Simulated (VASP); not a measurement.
# H2CO2 in VASP: a series of runs

Runs on H2CO2. Level: PBE+D3(BJ). Tasks: single point.

All numbers are computed with VASP 6.6.1; they aren't measurements. Logs are shortened: lines on timing, memory, paths and dates and some standing lists are left out, and cuts for length are marked.

## 1. The cell of the first run

The cell holds a disordered packing, 40 atoms: a = 7.388 Å, b = 7.388 Å, c = 7.388 Å, α = 90.00°, β = 90.00°, γ = 90.00°.

## 2. Single point, PBE+D3(BJ)

File INCAR:

```
PREC     = Accurate       # precision mode
ENCUT    = 520            # plane-wave cutoff, eV
EDIFF    = 1E-6           # SCF threshold, eV
ISMEAR   = -1             # smearing method
SIGMA    = 0.02           # smearing width, eV
LREAL    = Auto         
LASPH    = True           # aspherical terms in the spheres
NELM     = 60             # most SCF steps
ALGO     = Normal         # electronic algorithm
ISIF     = 2              # what is computed and relaxed
LWAVE    = False          # write WAVECAR
LCHARG   = False          # write CHGCAR
GGA      = PE             # functional
IVDW     = 12             # dispersion correction
NBANDS   = 98             # bands
```

File KPOINTS:

```
regular mesh
0
Gamma
  1 1 1
```

File POSCAR:

```
H2CO2
1.0
    7.3876590000      0.0000000000      0.0000000000
    0.0000000000      7.3876590000      0.0000000000
    0.0000000000      0.0000000000      7.3876590000
O C H
16 8 16
Direct
    0.0001408040      0.2473955759      0.6037672279
    0.2718901788      0.1492474152      0.7044283998
    0.8357002396      0.8218322586      0.1889230246
    0.9099555499      1.0807790641      0.0429503359
    0.2208984215      0.4568557574      0.1741896058
    0.3693637519      0.5008501454     -0.0900734361
    0.5936366989      0.9585158265      0.5165975454
    0.3711059929      0.7454976702      0.4894935141
    0.6981998283      0.3758788771      0.8530036551
    0.8276721003      0.6520644466      0.8772010636
    0.8009482009      0.4714647487      0.2732859595
    0.5899955860      0.3748347855      0.4771783173
    0.4716780994      0.8472500898      0.8535601370
    0.5287577598      1.0432665341      1.0797569823
    0.2197836358      1.0082816545      0.3278615927
    0.2203404996      0.8062052638      0.0999809412
    0.1823533335      0.2526911804      0.6131870740
    0.8680390526      0.9986722061      0.1798292859
    0.3439158662      0.4149931740      0.0502966449
    0.5271276642      0.7909946678      0.5205571870
    0.8342022017      0.4858927962      0.8834843040
    0.6771484527      0.3565296559      0.3389589927
    0.5559106090      0.9850876974      0.9259536207
    0.2224630100      0.9642828450      0.1553036240
   -0.0410464489      0.1527053881      0.6877483415
    0.2384487210      0.3595307521      0.5248926504
    0.8478402906      0.7659562378      0.0642399123
    0.8603767853      1.0596495689      0.3156790924
    0.1803260197      0.5853183517      0.1510609960
    0.4249111991      0.2950932733      0.0875536267
    0.4962128201      1.0497441240      0.5077952329
    0.6326259308      0.6917362311      0.5557805912
    0.5776924383      0.4410464957      0.8415084105
    0.9590040720      0.4105742130      0.9153073851
    0.8077642003      0.5833200023      0.3443711595
    0.6621262403      0.2428323864      0.2440409860
    0.3706465893      0.8052133663      0.9347303185
    0.6561792252      1.0460462444      0.8348120578
    0.2546738436      0.8957410522      0.4015758775
    0.2124386360      1.0806715765      0.0643821625
```

Potentials or basis: VASP PAW PBE potentials, release 64 (O, C, H).

Launch:

```
> cat potpaw_PBE.64/O/POTCAR potpaw_PBE.64/C/POTCAR potpaw_PBE.64/H/POTCAR > POTCAR
> mpirun -np 1 vasp_gam > vasp.out
```

OUTCAR:

```text
PREC = Accurate
   ENCUT = 520
   EDIFF = 1E-6
   ISMEAR = -1
   LREAL = Auto
   LASPH = True
   NELM = 60
   ISIF = 2
   GGA = PE
   IVDW = 12
 IVDW          = 12

 ion  position               nearest neighbor table
   1  0.000  0.247  0.604-  25 0.98  17 1.35
   2  0.272  0.149  0.704-  17 1.21
   3  0.836  0.822  0.189-  27 1.01  18 1.33
   4  0.910  0.081  0.043-  18 1.22
   5  0.221  0.457  0.174-  29 1.01  19 1.33
   6  0.369  0.501  0.910-  19 1.23
   7  0.594  0.959  0.517-  31 0.99  20 1.33
   8  0.371  0.745  0.489-  20 1.22
   9  0.698  0.376  0.853-  33 1.02  21 1.31
  10  0.828  0.652  0.877-  21 1.23
  11  0.801  0.471  0.273-  35 0.98  22 1.34
  12  0.590  0.375  0.477-  22 1.21
  13  0.472  0.847  0.854-  37 1.01  23 1.31
  14  0.529  0.043  0.080-  23 1.23
  15  0.220  0.008  0.328-  39 1.03  24 1.32
  16  0.220  0.806  0.100-  24 1.24
  17  0.182  0.253  0.613-  26 1.10   2 1.21   1 1.35
  18  0.868  0.999  0.180-  28 1.10   4 1.22   3 1.33
  19  0.344  0.415  0.050-  30 1.10   6 1.23   5 1.33
  20  0.527  0.791  0.521-  32 1.10   8 1.22   7 1.33
  21  0.834  0.486  0.883-  34 1.10  10 1.23   9 1.31
  22  0.677  0.357  0.339-  36 1.10  12 1.21  11 1.34
  23  0.556  0.985  0.926-  38 1.10  14 1.23  13 1.31
  24  0.222  0.964  0.155-  40 1.09  16 1.24  15 1.32
  25  0.959  0.153  0.688-   1 0.98
  26  0.238  0.360  0.525-  17 1.10
  27  0.848  0.766  0.064-   3 1.01
  28  0.860  0.060  0.316-  18 1.10
  29  0.180  0.585  0.151-   5 1.01
  30  0.425  0.295  0.088-  19 1.10
[... 8 lines left out ...]
  39  0.255  0.896  0.402-  15 1.03
  40  0.212  0.081  0.064-  24 1.09

  LATTYP: Found a simple cubic cell.
 ALAT       =     7.3876590000

  Lattice vectors:

 A1 = (   7.3876590000,   0.0000000000,   0.0000000000)
 A2 = (   0.0000000000,   7.3876590000,   0.0000000000)
 A3 = (   0.0000000000,   0.0000000000,   7.3876590000)

Analysis of symmetry for initial positions (statically):
=====================================================================
 Subroutine PRICEL returns:
 Original cell was already a primitive cell.

 Routine SETGRP: Setting up the symmetry group for a
 simple cubic supercell.

 Subroutine GETGRP returns: Found  1 space group operations
 (whereof  1 operations were pure point group operations)
 out of a pool of 48 trial point group operations.

The static configuration has the point symmetry C_1 .

Analysis of symmetry for dynamics (positions and initial velocities):
=====================================================================
 Subroutine PRICEL returns:
 Original cell was already a primitive cell.

 Routine SETGRP: Setting up the symmetry group for a
 simple cubic supercell.

 Subroutine GETGRP returns: Found  1 space group operations
 (whereof  1 operations were pure point group operations)
 out of a pool of 48 trial point group operations.

The dynamic configuration has the point symmetry C_1 .

 Subroutine INISYM returns: Found  1 space group operations
 (whereof  1 operations are pure point group operations),
 and found     1 'primitive' translations

----------------------------------------------------------------------------------------

                                     Primitive cell

  volume of cell :     403.2000

  direct lattice vectors                    reciprocal lattice vectors
     7.387659000  0.000000000  0.000000000     0.135360877  0.000000000  0.000000000
     0.000000000  7.387659000  0.000000000     0.000000000  0.135360877  0.000000000
     0.000000000  0.000000000  7.387659000     0.000000000  0.000000000  0.135360877

  length of vectors
     7.387659000  7.387659000  7.387659000     0.135360877  0.135360877  0.135360877

  position of ions in fractional coordinates (direct lattice)
     0.000140804  0.247395576  0.603767228
     0.271890179  0.149247415  0.704428400
     0.835700240  0.821832259  0.188923025
     0.909955550  0.080779064  0.042950336
     0.220898422  0.456855757  0.174189606
     0.369363752  0.500850145  0.909926564
[... 32 lines left out ...]
     0.254673844  0.895741052  0.401575878
     0.212438636  0.080671577  0.064382163

  ion indices of the primitive-cell ions
   primitive index   ion index
                 1           1
                 2           2
                 3           3
                 4           4
                 5           5
                 6           6
[... 32 lines left out ...]
                39          39
                40          40

----------------------------------------------------------------------------------------

 KPOINTS: regular mesh

Automatic generation of k-mesh.
 Grid dimensions read from file:
 generate k-points for:    1    1    1

 Generating k-lattice:

  Cartesian coordinates                     Fractional coordinates (reciprocal lattice)
     0.135360877  0.000000000  0.000000000     1.000000000  0.000000000  0.000000000
     0.000000000  0.135360877  0.000000000     0.000000000  1.000000000  0.000000000
     0.000000000  0.000000000  0.135360877     0.000000000  0.000000000  1.000000000

  Length of vectors
     0.135360877  0.135360877  0.135360877

  Shift w.r.t. Gamma in fractional coordinates (k-lattice)
     0.000000000  0.000000000  0.000000000

 Subroutine IBZKPT returns following result:
 ===========================================

 Found      1 irreducible k-points:

 Following reciprocal coordinates:
            Coordinates               Weight
  0.000000  0.000000  0.000000      1.000000
   k-points           NKPTS =      1   k-points in BZ     NKDIM =      1   number of bands    NBANDS=     98
   number of dos      NEDOS =    301   number of ions     NIONS =     40
   total plane-waves  NPLWV = 175616
   dimension x,y,z NGX =    56 NGY =   56 NGZ =   56
   dimension x,y,z NGXF=   112 NGYF=  112 NGZF=  112
   ions per type =              16   8  16
   NGX,Y,Z   is equivalent  to a cutoff of  12.60, 12.60, 12.60 a.u.
   NGXF,Y,Z  is equivalent  to a cutoff of  25.20, 25.20, 25.20 a.u.
 SYSTEM =  unknown system
   PREC   = accura    normal or accurate (medium, high low for compatibility)
   ISTART =      0    job   : 0-new  1-cont  2-samecut
   ICHARG =      2    charge: 1-file 2-atom 10-const
   ISPIN  =      1    spin polarized calculation?
   LNONCOLLINEAR =      F non collinear calculations
   LSORBIT =      F    spin-orbit coupling
   LASPH  =      T    aspherical Exc in radial PAW
   ENCUT  =  520.0 eV  38.22 Ry    6.18 a.u.  13.74 13.74 13.74*2*pi/ulx,y,z
   NELM   =     60;   NELMIN=  2; NELMDL= -5     # of ELM steps
   EDIFF  = 0.1E-05   stopping-criterion for ELM
   LREAL  =      T    real-space projection
   EDIFFG = 0.1E-04   stopping-criterion for IOM
   NSW    =      0    number of steps for IOM
   IBRION =     -1    ionic relax: 0-MD 1-quasi-New 2-CG
   NFREE  =      0    steps in history (QN), initial steepest desc. (CG)
   ISIF   =      2    stress and relaxation
   ISYM   =      2    0-nonsym 1-usesym 2-fastsym
   POTIM  = 0.5000    time-step for ionic-motion
   TEBEG  =    0.0;   TEEND  =   0.0 temperature during run
   PSTRESS=    0.0 pullay stress
   NELECT =     144.0000    total number of electrons
   NUPDOWN=      -1.0000    fix difference up-down
   EMIN   =  10.00;   EMAX   =-10.00  energy-range for DOS
   EFERMI =   0.00;   METHOD = LEGACY
   ISMEAR =    -1;   SIGMA  =   0.02  broadening in eV -4-tet -1-fermi 0-gaus
   EFERMI_NEDOS =   21; number of points for ismear=-14 and -15
   IALGO  =     38    algorithm
   IMIX   =      4    mixing-type and parameters
     AMIX     =   0.40;   BMIX     =  1.00
     AMIX_MAG =   1.60;   BMIX_MAG =  1.00
  volume/ion in A,a.u.               =      10.08        68.02
  Fermi-wavevector in a.u.,A,eV,Ry     =   1.161508  2.194932 18.355627  1.349101
  Thomas-Fermi vector in A             =   2.298079
   LORBIT       =      0    0 simple, 1 ext, 2 COOP (PROOUT), +10 PAW based schemes
   GGA     = PE    functional components
   LHFCALC =     F    Hartree Fock is set to
   AEXX    =    0.0000 exact exchange contribution
   IVDW    =    12    specifies the selected vdW correction
   LEPSILON=     F    determine dielectric tensor
   LRPA    =     F    only Hartree local field effects (RPA)
 non-spin polarized calculation
  energy-cutoff  :      520.00
  volume of cell :      403.20
 maximum number of plane-waves:      5414
 NGX is ok and might be reduce to    54
   NGX = 27   NGY = 27   NGZ = 27

 number of electron     143.9999999 magnetization

 Free energy of the ion-electron system (eV)
  ---------------------------------------------------
  ext. energy  EPLUGINS =         0.00000000
  ---------------------------------------------------
  free energy    TOTEN  =      -240.03272085 eV

  energy without entropy =     -240.03272085  energy(sigma->0) =     -240.03272085

 E-fermi :  -1.1762     XC(G=0):  -7.9666

 val. band max:       -1.6782839703   @ k =   0.0000   0.0000   0.0000
 cond. band min:       2.7501371639   @ k =   0.0000   0.0000   0.0000
 fundamental gap:      4.4284211342
 Fermi energy:        -1.1762415453

 k-point     1 :       0.0000    0.0000    0.0000
  band No.  band energies     occupation
      1     -23.6010      2.00000
      2     -23.3206      2.00000
      3     -23.2284      2.00000
      4     -23.1741      2.00000
      5     -23.1605      2.00000
      6     -23.0490      2.00000
[... 76 lines left out ...]
     83       6.0418      0.00000
     84       6.4069      0.00000
 [bands above 84 left out]

------------------------ aborting loop because EDIFF is reached ----------------------------------------

 Edisp (eV)   -2.37070

 E8    (eV) :    -0.5621

  FORCE on cell =-STRESS in cart. coord.  units (eV):
  Direction    XX          YY          ZZ          XY          YZ          ZX
  --------------------------------------------------------------------------------------
  -------------------------------------------------------------------------------------
  Total       7.59894     6.07501     5.33441    -1.46174     0.74796    -0.46036
  in kB      30.19556    24.13998    21.19712    -5.80844     2.97212    -1.82930
  external pressure =       25.18 kB  Pullay stress =        0.00 kB

 VOLUME and BASIS-vectors are now :
 -----------------------------------------------------------------------------
  energy-cutoff  :      520.00
  volume of cell :      403.20
      direct lattice vectors                 reciprocal lattice vectors
     7.387659000  0.000000000  0.000000000     0.135360877  0.000000000  0.000000000
     0.000000000  7.387659000  0.000000000     0.000000000  0.135360877  0.000000000
     0.000000000  0.000000000  7.387659000     0.000000000  0.000000000  0.135360877

 POSITION                                       TOTAL-FORCE (eV/Angst)
 -----------------------------------------------------------------------------------
      0.00104      1.82767      4.46043        -0.013288      0.085574      0.035102
      2.00863      1.10259      5.20408         0.254106     -0.236903      0.293881
      6.17387      6.07142      1.39570        -0.015132     -0.128651      0.020489
      6.72244      0.59677      0.31730         0.112478      0.243469     -0.387355
      1.63192      3.37509      1.28685        -0.092946      0.148910      0.031611
      2.72873      3.70011      6.72223         0.151461      0.060630     -0.325718
[... 32 lines left out ...]
      1.88144      6.61743      2.96671         0.063545     -0.101683      0.145173
      1.56942      0.59597      0.47563         0.013045     -0.045628     -0.012107
 -----------------------------------------------------------------------------------
    total drift:                                0.020969      0.012657      0.002791

  FREE ENERGIE OF THE ION-ELECTRON SYSTEM (eV)
  ---------------------------------------------------
  free  energy   TOTEN  =      -242.4034258389 eV

  energy  without entropy=     -242.4034258389  energy(sigma->0) =     -242.40342584
```

It took 70 s on 1 thread of Intel Xeon Platinum 8259CL at 2.50GHz (Skylake/Cascade Lake), shared host; peak memory 0.38 GiB.

Results:

```yaml
Free_energy: -242.4034 eV
Pressure: 2.5 GPa
Largest_force: 0.531 eV/Å
Band_gap_on_the_k_mesh: 4.43 eV
Dispersion_energy_per_atom: -0.059 eV
```

Forces on the atoms (eV/Å):
```
O   -0.013  0.086  0.035
O    0.254 -0.237  0.294
O   -0.015 -0.129  0.020
O    0.112  0.243 -0.387
O   -0.093  0.149  0.032
O    0.151  0.061 -0.326
O    0.018  0.080 -0.026
O   -0.441 -0.105 -0.127
O   -0.094 -0.094 -0.024
O   -0.052  0.414  0.015
O    0.095  0.051 -0.047
O   -0.249  0.058  0.442
O   -0.016 -0.062 -0.051
O   -0.095  0.110  0.414
O   -0.036  0.123 -0.024
O   -0.002 -0.416 -0.271
C   -0.069  0.213 -0.482
C   -0.069 -0.096  0.435
C    0.006 -0.108  0.366
C    0.428 -0.029  0.138
C    0.225 -0.327  0.027
C    0.102 -0.137 -0.457
C    0.181  0.109 -0.404
C   -0.039  0.383  0.136
H   -0.069 -0.054  0.059
H   -0.079 -0.015  0.080
H   -0.002 -0.068 -0.044
H   -0.015 -0.003 -0.027
H    0.144 -0.140  0.061
H   -0.164  0.081 -0.075
H    0.016  0.116  0.027
H   -0.034  0.007 -0.031
H   -0.054  0.008 -0.015
H   -0.033  0.009  0.031
H    0.040  0.054  0.048
H   -0.023  0.001  0.009
H   -0.102 -0.146 -0.002
H    0.009 -0.045  0.017
H    0.064 -0.102  0.145
H    0.013 -0.046 -0.012
```

Caveat: the k points lie up to 0.85 Å⁻¹ apart, too coarse for converged energies, forces and pressures.

[end of part 1 of 2]
